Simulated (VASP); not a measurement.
# Ge in VASP: notebook, part 2 of 2

VASP 6.6.1. Earlier steps stand in the parts before.

## Step 4: Single point, PBE

The input, INCAR:

```
  ALGO = Normal
  DIPOL = 0.5 0.5 0.500
  EDIFF = 1E-6
  ENCUT = 520
  GGA = PE
  IDIPOL = 3
  ISIF = 2
  ISMEAR = 0
  LASPH = True
  LCHARG = False
  LDIPOL = True
  LREAL = False
  LWAVE = False
  NBANDS = 21
  NELM = 80
  PREC = Accurate
  SIGMA = 0.1
```

The input, KPOINTS:

```
k-points
0
Gamma
  12 12 1
```

The input, POSCAR:

```
Ge
1.0
    3.7910000000      0.0000000000      0.0000000000
   -1.8955000000      3.2831023057      0.0000000000
    0.0000000000      0.0000000000     28.0000000000
Ge
2
Direct
    0.3333333333      0.6666666667      0.5155714286
    0.6666666667      0.3333333333      0.4844285714
```

Potentials or basis: VASP PAW PBE potentials, release 64 (Ge_d).

On the command line:

```console
$ cat potpaw_PBE.64/Ge_d/POTCAR > POTCAR
$ mpirun -np 1 vasp_std > vasp.out
```

OUTCAR:

```text
EDIFF = 1E-6
   ENCUT = 520
   GGA = PE
   ISIF = 2
   ISMEAR = 0
   LASPH = True
   LREAL = False
   NELM = 80
   PREC = Accurate

 ion  position               nearest neighbor table
   1  0.333  0.667  0.516-   2 2.36   2 2.36   2 2.36
   2  0.667  0.333  0.484-   1 2.36   1 2.36   1 2.36

  LATTYP: Found a hexagonal cell.
 ALAT       =     3.7910000000
 C/A-ratio  =     7.3859140069

  Lattice vectors:

 A1 = (   3.7910000000,   0.0000000000,   0.0000000000)
 A2 = (  -1.8955000000,   3.2831023057,   0.0000000000)
 A3 = (   0.0000000000,   0.0000000000,  28.0000000000)

Analysis of symmetry for initial positions (statically):
=====================================================================
 Subroutine PRICEL returns:
 Original cell was already a primitive cell.

 Routine SETGRP: Setting up the symmetry group for a
 hexagonal supercell.

 Subroutine GETGRP returns: Found 12 space group operations
 (whereof 12 operations were pure point group operations)
 out of a pool of 24 trial point group operations.

The static configuration has the point symmetry D_3d.

Analysis of symmetry for dynamics (positions and initial velocities):
=====================================================================
 Subroutine PRICEL returns:
 Original cell was already a primitive cell.

 Routine SETGRP: Setting up the symmetry group for a
 hexagonal supercell.

 Subroutine GETGRP returns: Found 12 space group operations
 (whereof 12 operations were pure point group operations)
 out of a pool of 24 trial point group operations.

The dynamic configuration has the point symmetry D_3d.

 Subroutine INISYM returns: Found 12 space group operations
 (whereof 12 operations are pure point group operations),
 and found     1 'primitive' translations

[... 106 lines left out ...]
   IMIX   =      4    mixing-type and parameters
     AMIX     =   0.40;   BMIX     =  1.00
     AMIX_MAG =   1.60;   BMIX_MAG =  1.00
  volume/ion in A,a.u.               =     174.25      1175.88
  Fermi-wavevector in a.u.,A,eV,Ry     =   0.706419  1.334938  6.789677  0.499027
  Thomas-Fermi vector in A             =   1.792194
   LORBIT       =      0    0 simple, 1 ext, 2 COOP (PROOUT), +10 PAW based schemes
   GGA     = PE    functional components
   LHFCALC =     F    Hartree Fock is set to
   AEXX    =    0.0000 exact exchange contribution
   IVDW    =     0    specifies the selected vdW correction
   LEPSILON=     F    determine dielectric tensor
   LRPA    =     F    only Hartree local field effects (RPA)
 non-spin polarized calculation
 Gauss-broadening in eV      SIGMA  =   0.10
  energy-cutoff  :      520.00
  volume of cell :      348.49
 maximum number of plane-waves:      9415
   NGX = 15   NGY = 15   NGZ =105

 dipolmoment           0.000000      0.000000      0.000000 electrons x Angstroem

 number of electron      28.0000024 magnetization

 dipolmoment           0.000000      0.000000     -0.000000 electrons x Angstroem

 Free energy of the ion-electron system (eV)
  ---------------------------------------------------
  ext. energy  EPLUGINS =         0.00000000
  ---------------------------------------------------
  free energy    TOTEN  =        -7.82940889 eV

  energy without entropy =       -7.82592562  energy(sigma->0) =       -7.82766725

 E-fermi :  -2.9144     XC(G=0):  -1.7482

 val. band max:       -2.9828078893   @ k =   0.0833   0.0000   0.0000
 cond. band min:      -2.8064872401   @ k =   0.3333   0.2500   0.0000
 fundamental gap:      0.1763206492
 Fermi energy:        -2.9143558472

 k-point     1 :       0.0000    0.0000    0.0000
  band No.  band energies     occupation
      1     -27.4835      2.00000
      2     -27.4835      2.00000
      3     -27.3801      2.00000
      4     -27.3801      2.00000
      5     -27.3426      2.00000
      6     -27.3191      2.00000
[... 445 lines left out ...]
     20       5.0486      0.00000
     21       5.0486      0.00000

------------------------ aborting loop because EDIFF is reached ----------------------------------------

 vacuum level on the upper side and lower side of the slab       (xc-potential included)        -0.006        -0.006

  FORCE on cell =-STRESS in cart. coord.  units (eV):
  Direction    XX          YY          ZZ          XY          YZ          ZX
  --------------------------------------------------------------------------------------
  -------------------------------------------------------------------------------------
  Total        3.4467547      3.4467547     -0.1937271      0.0000000     -0.0000000      0.0000000
  in kB       15.8461850     15.8461850     -0.8906451      0.0000000     -0.0000000      0.0000000
  external PRESSURE =      10.2672416 kB  Pullay stress =       0.0000000 kB

 VOLUME and BASIS-vectors are now :
 -----------------------------------------------------------------------------
  energy-cutoff  :      520.00
  volume of cell :      348.49
      direct lattice vectors                 reciprocal lattice vectors
     3.791000000  0.000000000  0.000000000     0.263782643  0.152294980  0.000000000
    -1.895500000  3.283102306  0.000000000     0.000000000  0.304589960  0.000000000
     0.000000000  0.000000000 28.000000000     0.000000000  0.000000000  0.035714286

 POSITION                                       TOTAL-FORCE (eV/Angst)
 -----------------------------------------------------------------------------------
     -0.00000      2.18873     14.43600        -0.000000     -0.000000     -0.209508
      1.89550      1.09437     13.56400         0.000000      0.000000      0.209508
 -----------------------------------------------------------------------------------
    total drift:                                0.000000      0.000000     -0.000000

  FREE ENERGIE OF THE ION-ELECTRON SYSTEM (eV)
  ---------------------------------------------------
  free  energy   TOTEN  =        -7.8294088867 eV

  energy  without entropy=       -7.8259256156  energy(sigma->0) =       -7.82766725

 vacuum level on the upper side and lower side of the slab         1.128         1.128
```

OSZICAR:

```text
N       E                     dE             d eps       ncg     rms          rms(c)
DAV:   1     0.161844038946E+03    0.16184E+03   -0.14126E+04   950   0.137E+03
DAV:   2     0.108012480135E+02   -0.15104E+03   -0.14644E+03  1052   0.272E+02
DAV:   3    -0.717936266220E+01   -0.17981E+02   -0.17497E+02  1010   0.113E+02
DAV:   4    -0.809850170839E+01   -0.91914E+00   -0.91761E+00  1026   0.286E+01
[... 12 lines left out ...]
DAV:  17    -0.782938314062E+01   -0.30905E-04   -0.11498E-06   870   0.533E-03    0.176E-03
DAV:  18    -0.782939979574E+01   -0.16655E-04   -0.58655E-07   758   0.417E-03    0.972E-04
DAV:  19    -0.782940655873E+01   -0.67630E-05   -0.14050E-07   771   0.166E-03    0.355E-04
DAV:  20    -0.782940835341E+01   -0.17947E-05   -0.20213E-08   718   0.145E-03    0.175E-04
DAV:  21    -0.782940888670E+01   -0.53329E-06   -0.73257E-09   706   0.972E-04
   1 F= -.78294089E+01 E0= -.78276673E+01  d E =-.348327E-02
```

stdout:

```text
POSCAR found type information on POSCAR Ge
 POSCAR found :  1 types and       2 ions
 scaLAPACK will be used
 LDA part: xc-table for (Slater+PW92), standard interpolation
 POSCAR, INCAR and KPOINTS ok, starting setup
 FFT: planning ... GRIDC
 FFT: planning ... GRID_SOFT
 FFT: planning ... GRID
 WAVECAR not read
 entering main loop
```

Wall time 87 s (1 thread of Intel Xeon 6975P-C (Granite Rapids), shared host); peak memory 0.44 GiB.

What came out:

```yaml
Free_energy: -7.8294 eV
Largest_force: 0.210 eV/Å
Band_gap_on_the_k_mesh: zero (bands 14 and 15 overlap by 0.55 eV)
```

Forces on the atoms (eV/Å):
```
Ge   0.000  0.000 -0.210
Ge   0.000  0.000  0.210
```

## Step 5: Single point, PBE

The input, INCAR:

```
SYSTEM = Ge
  ALGO = Normal
  DIPOL = 0.5 0.5 0.500
  EDIFF = 1E-6
  ENCUT = 520
  GGA = PE
  IDIPOL = 3
  ISIF = 2
  ISMEAR = 0
  LASPH = .True.
  LCHARG = .True.
  LDIPOL = .True.
  LELF = .True.
  LREAL = .False.
  LVACPOTAV = .True.
  LVHAR = .True.
  LWAVE = .False.
  NBANDS = 21
  NELM = 80
  PREC = Accurate
  SIGMA = 0.1
```

The input, KPOINTS:

```
k-points
0
Gamma
  12 12 1
  0 0 0
```

The input, POSCAR:

```
Ge
1.0
    3.7910000000      0.0000000000      0.0000000000
   -1.8955000000      3.2831023057      0.0000000000
    0.0000000000      0.0000000000     28.0000000000
Ge
2
Direct
    0.3333333333      0.6666666667      0.5025892857
    0.6666666667      0.3333333333      0.4974107143
```

On the command line:

```console
$ cat potpaw_PBE.64/Ge_d/POTCAR > POTCAR
$ mpirun -np 1 vasp_std > vasp.out
```

Run time: 1.7 min. Hardware: 1 thread of Intel Xeon 6975P-C (Granite Rapids), shared host; peak memory 0.45 GiB.

Results (log left out):

* Free energy: -7.3326 eV
* Largest force: 0.521 eV/Å
* Band gap on the k mesh: zero (filled and empty bands touch)

Forces in eV/Å, atoms in the order of the input:
```
Ge   0.000  0.000  0.521
Ge   0.000  0.000 -0.521
```

Levels at points of the mesh, in eV from the Fermi level:
```tsv
k point	band 10	band 11	band 12	band 13	band 14	band 15	band 16	band 17	band 18	band 19
(0.00, 0.00, 0.00)	-24.86	-13.13	-3.67	-1.38	-1.38	0.89	2.85	3.72	3.72	4.00
(0.50, 0.00, 0.00)	-24.73	-10.65	-8.75	-3.33	-1.19	0.85	0.99	6.07	6.46	7.12
```

## Step 6: Single point, PBE

The input, INCAR:

```
SYSTEM = Ge
  ALGO = Normal
  DIPOL = 0.5 0.5 0.500
  EDIFF = 1E-6
  ENCUT = 520
  GGA = PE
  IDIPOL = 3
  ISIF = 2
  ISMEAR = 0
  LASPH = .True.
  LCHARG = .False.
  LDIPOL = .True.
  LREAL = .False.
  LWAVE = .False.
  NBANDS = 21
  NELM = 100
  PREC = Accurate
  SIGMA = 0.1
```

KPOINTS is that of step 5.

The input, POSCAR:

```
Ge
1.0
    3.7910000000      0.0000000000      0.0000000000
   -1.8955000000      3.2831023057      0.0000000000
    0.0000000000      0.0000000000     28.0000000000
Ge
2
Direct
    0.3333333333      0.6666666667      0.5077857143
    0.6666666667      0.3333333333      0.4922142857
```

Potentials or basis: VASP PAW PBE potentials, release 64 (Ge_d).

On the command line:

```console
$ cat potpaw_PBE.64/Ge_d/POTCAR > POTCAR
$ mpirun -np 1 vasp_std > vasp.out
```

OUTCAR:

```text
SYSTEM = Ge
   EDIFF = 1E-6
   ENCUT = 520
   GGA = PE
   ISIF = 2
   ISMEAR = 0
   LASPH = .True.
   LREAL = .False.
   NELM = 100
   PREC = Accurate

 ion  position               nearest neighbor table
   1  0.333  0.667  0.508-   2 2.23   2 2.23   2 2.23
   2  0.667  0.333  0.492-   1 2.23   1 2.23   1 2.23

  LATTYP: Found a hexagonal cell.
 ALAT       =     3.7910000000
 C/A-ratio  =     7.3859140069

  Lattice vectors:

 A1 = (   3.7910000000,   0.0000000000,   0.0000000000)
 A2 = (  -1.8955000000,   3.2831023057,   0.0000000000)
[... 640 lines left out ...]

  FORCE on cell =-STRESS in cart. coord.  units (eV):
  Direction    XX          YY          ZZ          XY          YZ          ZX
  --------------------------------------------------------------------------------------
  -------------------------------------------------------------------------------------
  Total        6.3485664      6.3485664      0.4397336     -0.0000000      0.0000000     -0.0000000
  in kB       29.1870377     29.1870377      2.0216410     -0.0000000      0.0000000     -0.0000000
  external PRESSURE =      20.1319054 kB  Pullay stress =       0.0000000 kB

 VOLUME and BASIS-vectors are now :
 -----------------------------------------------------------------------------
  energy-cutoff  :      520.00
  volume of cell :      348.49
      direct lattice vectors                 reciprocal lattice vectors
     3.791000000  0.000000000  0.000000000     0.263782643  0.152294980  0.000000000
    -1.895500000  3.283102306  0.000000000     0.000000000  0.304589960  0.000000000
     0.000000000  0.000000000 28.000000000     0.000000000  0.000000000  0.035714286

 POSITION                                       TOTAL-FORCE (eV/Angst)
 -----------------------------------------------------------------------------------
     -0.00000      2.18873     14.21800        -0.000000     -0.000000      1.029754
      1.89550      1.09437     13.78200         0.000000      0.000000     -1.029754
 -----------------------------------------------------------------------------------
    total drift:                                0.000000      0.000000     -0.000000

  FREE ENERGIE OF THE ION-ELECTRON SYSTEM (eV)
  ---------------------------------------------------
  free  energy   TOTEN  =        -7.5818897915 eV

  energy  without entropy=       -7.5803225982  energy(sigma->0) =       -7.58110619

 vacuum level on the upper side and lower side of the slab         1.179         1.179
```

stdout:

```text
POSCAR found type information on POSCAR Ge
 POSCAR found :  1 types and       2 ions
 scaLAPACK will be used
 LDA part: xc-table for (Slater+PW92), standard interpolation
 POSCAR, INCAR and KPOINTS ok, starting setup
 FFT: planning ... GRIDC
 FFT: planning ... GRID_SOFT
 FFT: planning ... GRID
 WAVECAR not read
 entering main loop
```

It took 98 s on 1 thread of Intel Xeon 6975P-C (Granite Rapids), shared host; peak memory 0.43 GiB.

What came out:

```
Free energy            : -7.5819 eV
Largest force          : 1.030 eV/Å
Band gap on the k mesh : zero (filled and empty bands touch)
```

Forces on the atoms (eV/Å):
```
Ge   0.000  0.000  1.030
Ge   0.000  0.000 -1.030
```

Levels at points of the mesh, in eV from the Fermi level:
| k point | band 10 | band 11 | band 12 | band 13 | band 14 | band 15 | band 16 | band 17 | band 18 | band 19 |
| --- | --- | --- | --- | --- | --- | --- | --- | --- | --- | --- |
| (0.00, 0.00, 0.00) | -24.55 | -12.72 | -3.68 | -0.87 | -0.87 | 1.32 | 2.57 | 4.03 | 4.03 | 4.06 |
| (0.50, 0.00, 0.00) | -24.42 | -10.24 | -8.32 | -2.80 | -1.22 | 0.78 | 1.45 | 5.89 | 6.50 | 7.28 |

## Step 7: Summary

```tsv
cell	gap on the mesh (eV)	largest force (eV/Å)
as given, atomic positions A	none	0.90
as given, atomic positions B	none	0.85
as given, atomic positions C	none	0.21
as given, atomic positions D	none	0.52
as given, atomic positions E	none	1.03
```

Alike in all rows: task single point; level PBE; potentials or basis VASP PAW PBE potentials, release 64 (Ge_d); no spin polarisation; k mesh 12 × 12 × 1; cutoff (eV) 520; smearing gaussian 0.1 eV.

Total energies depend on the potentials used, so only differences within one code and one set of settings carry meaning.
